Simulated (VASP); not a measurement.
A run of VASP 6.6.1 is set up as follows.

INCAR

```
SYSTEM = MoS2
PREC = Accurate
ENCUT = 520
EDIFF = 1E-6
ISMEAR = -1
SIGMA = 0.1
LREAL = .False.
LASPH = .True.
NELM = 60
ALGO = Normal
ISIF = 2
LWAVE = .False.
LCHARG = .True.
GGA = PS
LELF = .True.
LVHAR = .True.
NBANDS = 20
```

Contents of KPOINTS:

```
Automatic mesh
0
Gamma
  10 10 5
  0 0 0
```

POSCAR

```
MoS2
1.0
    3.2699365153      0.0000000000      0.0000000000
   -1.6349677510      2.8318474022      0.0000000000
    0.0000000000      0.0000000000      6.3955413813
Mo S
1 2
Direct
    0.0000000000      0.0000000000      0.5000000000
    0.3333333333      0.6666666667      0.2553190000
    0.6666666667      0.3333333333      0.7446810000
```

Potentials or basis: VASP PAW PBE potentials, release 64 (Mo_sv, S).

Launch:

```bash
$ cat potpaw_PBE.64/Mo_sv/POTCAR potpaw_PBE.64/S/POTCAR > POTCAR
$ mpirun -np 1 vasp_std > vasp.out
```

Question: What does it give for the largest force?

Answer: 0.564 eV/Å.

Question: Predict the pressure.

Answer: -7.8 GPa.

Stress tensor (GPa, compression positive):
```
-8.82  0.00  0.00
 0.00 -8.82  0.00
 0.00  0.00 -5.82
```

Caveat: the cell stands under tension; the PAW data sets were made with another functional, which shifts forces and pressure a little; this functional lacks dispersion, which binds the layers, so the pressure and a relaxed spacing across them are unreliable.
